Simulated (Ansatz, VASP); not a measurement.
# Ge: VASP beside Ansatz

File INCAR:

```
SYSTEM = Ge
PREC = Accurate
ENCUT = 520
EDIFF = 1E-7
ISMEAR = 0
SIGMA = 0.15
LREAL = .FALSE.
LASPH = .TRUE.
NELM = 100
ALGO = Normal
ISIF = 2
LWAVE = .FALSE.
LCHARG = .TRUE.
GGA = PE
LELF = .TRUE.
LVHAR = .TRUE.
NBANDS = 36
```

Contents of KPOINTS:

```
regular mesh
0
G
  12 12 8
  0 0 0
```

POSCAR

```
Ge
1.0
    3.9972843571      0.0000000000      0.0000000000
   -1.9986421786      3.4617497994      0.0000000000
    0.0000000000      0.0000000000      6.8933040382
Ge
4
Direct
    0.6666666667      0.3333333333      0.0627911807
    0.3333333333      0.6666666667      0.5627911807
    0.6666666667      0.3333333333      0.4372088193
    0.3333333333      0.6666666667      0.9372088193
```

Input for Ansatz:

```yaml
crystal:
  lattice:
    - [3.9972843571, 0.0, 0.0]
    - [-1.9986421786, 3.4617497994, 0.0]
    - [0.0, 0.0, 6.8933040382]
  atoms:
    - { symbol: Ge, position: [0.6666666667, 0.3333333333, 0.0627911807] }
    - { symbol: Ge, position: [0.3333333333, 0.6666666667, 0.5627911807] }
    - { symbol: Ge, position: [0.6666666667, 0.3333333333, 0.4372088193] }
    - { symbol: Ge, position: [0.3333333333, 0.6666666667, 0.9372088193] }
basis:
  ecutwfc: 420
kpoints:
  mp_grid: { grid: [12, 12, 8] }
hamiltonian:
  xc: pbe
scf:
  occupations: { method: gaussian, width: 0.15 }
output:
  forces: true
  stress: true
  eigenvalues: true
  write_density: true
  write_potential: true
  elf: true
  volumetric_format: npy
```

Change from the starting cell: strain -0.015 along x and y, +0.030 along z, atoms carried along.

Alike in both runs: task single point; functional PBE; k mesh 12 × 12 × 8; occupations gaussian, width 0.15 eV; no spin polarisation.

```csv
,VASP,Ansatz
version,VASP 6.6.1,Ansatz 0.2.0
potentials or method,"VASP PAW PBE potentials, release 64 (Ge_d), cutoff 520 eV","scalar-relativistic, plane waves, PAW"
valence electrons in the cell,56,56
```

```tsv
	VASP	Ansatz	Ansatz less VASP
gap on the k mesh at the Fermi level (eV)	none	none	-
pressure (GPa)	0.2	0.2	+0.04
traceless stress, the component that is largest in VASP (GPa)	-4.32	-4.33	-0.009
rms of the force components (eV/Å)	0.180	0.180	+0.0008
```

Atom by atom the forces differ by 0.001 eV/Å (rms over components). A gap of «none» marks a metal or a gap that the smearing closes.
